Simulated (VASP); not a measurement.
Write the native input for VASP 6.6.1 that does the following.

```yaml
Task: single point
Functional: LDA
Potentials_or_basis: VASP PAW LDA potentials, release 64 (In_d, Pd)
Cutoff: 520 eV
k_mesh: 9 × 9 × 9
Occupations: fermi-dirac, width 0.15 eV
Spin: no spin polarisation
Dipole_correction: no
Further_INCAR_settings: ALGO = Normal; EDIFF = 1e-06; NBANDS = 18
```

The structure of InPd lies in POSCAR:

```
InPd
1.0
    3.3569067902      0.0000000000      0.0000000000
    0.0000000000      3.3569067902      0.0000000000
    0.0000000000      0.0000000000      3.3569067902
In Pd
1 1
Direct
    0.0000000000      0.0000000000      0.0000000000
    0.5000000000      0.5000000000      0.5000000000
```

The input as run:

INCAR

```
SYSTEM = InPd
PREC = Accurate
ENCUT = 520
EDIFF = 1E-6
ISMEAR = -1
SIGMA = 0.15
LREAL = .False.
LASPH = .True.
NELM = 60
ALGO = Normal
ISIF = 2
LWAVE = .False.
LCHARG = .False.
GGA = CA
NBANDS = 18
```

KPOINTS

```
Automatic mesh
0
Gamma
  9 9 9
  0 0 0
```

Potentials or basis: VASP PAW LDA potentials, release 64 (In_d, Pd).

Launch:

```console
$ cat potpaw_LDA.64/In_d/POTCAR potpaw_LDA.64/Pd/POTCAR > POTCAR
$ mpirun -np 1 vasp_std > vasp.out
```

It gave:

```yaml
Pressure: -13.1 GPa
```

Wall time 15 s on 1 thread of Intel(R) Xeon(R) Platinum 8488C (Sapphire Rapids), with other jobs on the host, peak memory 0.15 GiB.
